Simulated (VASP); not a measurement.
Wanted: the native input for a VASP 6.6.1 run.

- Task: relaxation of cell and atoms
- Functional: PBEsol
- Potentials or basis: VASP PAW PBE potentials, release 64 (Zr_sv)
- Cutoff: 600 eV
- k mesh: 22 × 22 × 22
- Occupations: gaussian, width 0.1 eV
- Spin: no spin polarisation
- Dipole correction: no
- Further INCAR settings: ALGO = Normal; EDIFF = 1e-06; IBRION = 2; EDIFFG = -0.01; NSW = 100; ISIF = 3

The structure of Zr lies in POSCAR:

```
Zr
1.0
   -1.7567270699      1.7567270699      1.7567270699
    1.7567270699     -1.7567270699      1.7567270699
    1.7567270699      1.7567270699     -1.7567270699
Zr
1
Direct
    0.0000000000      0.0000000000      0.0000000000
```

The input as run:

INCAR

```
SYSTEM = Zr
ALGO = Normal ; EDIFF = 1E-6
EDIFFG = -0.01 ; ENCUT = 600
GGA = PS ; IBRION = 2
ISIF = 3 ; ISMEAR = 0
LASPH = .TRUE. ; LCHARG = .FALSE.
LREAL = .FALSE. ; LWAVE = .FALSE.
NELM = 60 ; NSW = 100
PREC = Accurate ; SIGMA = 0.1
```

KPOINTS

```
k-points
0
G
  22 22 22
  0 0 0
```

Potentials or basis: VASP PAW PBE potentials, release 64 (Zr_sv).

The run is started by

```console
$ cat potpaw_PBE.64/Zr_sv/POTCAR > POTCAR
$ mpirun -np 1 vasp_std > vasp.out
```

Results of the run:

The relaxed volume is 21.80 Å³/atom and the relaxed cell is a = 3.048 Å, b = 3.048 Å, c = 3.048 Å, α = 109.47°, β = 109.47°, γ = 109.47°. The space group after relaxing (to 0.05 Å) is Im-3m (No. 229). The energy gained by relaxing is 0.2 meV/atom, the ionic steps are 3 and the pressure after relaxing is 0.0 GPa. The band gap on the k mesh is zero (band 6 reaches 10.47 eV, above the bottom of band 7 at 8.53 eV).

Caveat: the PAW data sets were made with another functional, which shifts forces and pressure a little.

It took 2.8 min on 1 thread of Intel Xeon 6975P-C, with other jobs on the host, peak memory 0.22 GiB.
